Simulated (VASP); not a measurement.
A run of VASP 6.6.1:

The input POSCAR:

```
TiCo
1.0
    2.9861109900      0.0000000000      0.0000000000
    0.0000000000      2.9861109900      0.0000000000
    0.0000000000      0.0000000000      2.9861109900
Ti Co
1 1
Direct
    0.0000000000      0.0000000000      0.0000000000
    0.5000000000      0.5000000000      0.5000000000
```

File INCAR.step1:

```
SYSTEM = TiCo
PREC = Accurate ; ENCUT = 520
EDIFF = 1E-6 ; ISMEAR = 0
SIGMA = 0.05 ; LREAL = .FALSE.
LASPH = .TRUE. ; NELM = 150
ALGO = Normal ; ISIF = 2
LWAVE = .FALSE. ; LCHARG = .TRUE.
ISPIN = 2 ; MAGMOM = 0 1.1
LMAXMIX = 4 ; GGA = PE
NBANDS = 22
```

KPOINTS.step1

```
regular mesh
0
G
  16 16 16
  0 0 0
```

INCAR.step2

```
SYSTEM = TiCo
PREC = Accurate ; ENCUT = 520
EDIFF = 1E-6 ; ISMEAR = -5
SIGMA = 0.05 ; LREAL = .FALSE.
LASPH = .TRUE. ; NELM = 150
ALGO = Normal ; ISIF = 2
LWAVE = .FALSE. ; LCHARG = .FALSE.
ISPIN = 2 ; MAGMOM = 0 1.1
LORBIT = 10 ; LMAXMIX = 4
GGA = PE ; NBANDS = 22
NEDOS = 2001 ; ICHARG = 11
```

File KPOINTS.step2:

```
regular mesh
0
G
  24 24 24
  0 0 0
```

Potentials or basis: VASP PAW PBE potentials, release 64 (Ti_sv, Co).

Run with:

```bash
$ cat potpaw_PBE.64/Ti_sv/POTCAR potpaw_PBE.64/Co/POTCAR > POTCAR
$ cp INCAR.step1 INCAR
$ cp KPOINTS.step1 KPOINTS
$ mpirun -np 1 vasp_std > vasp.out
$ cp INCAR.step2 INCAR
$ cp KPOINTS.step2 KPOINTS
$ mpirun -np 1 vasp_std > vasp.out
```

Hardware: 1 thread of Intel(R) Xeon(R) Platinum 8259CL CPU @ 2.50GHz (Skylake/Cascade Lake), on a shared host.

Q: How long does it take, and how much memory?

A: It took 5.4 min on 1 thread of Intel(R) Xeon(R) Platinum 8259CL CPU @ 2.50GHz (Skylake/Cascade Lake), with other jobs on the host, peak memory 0.51 GiB. Counts: k points 455.
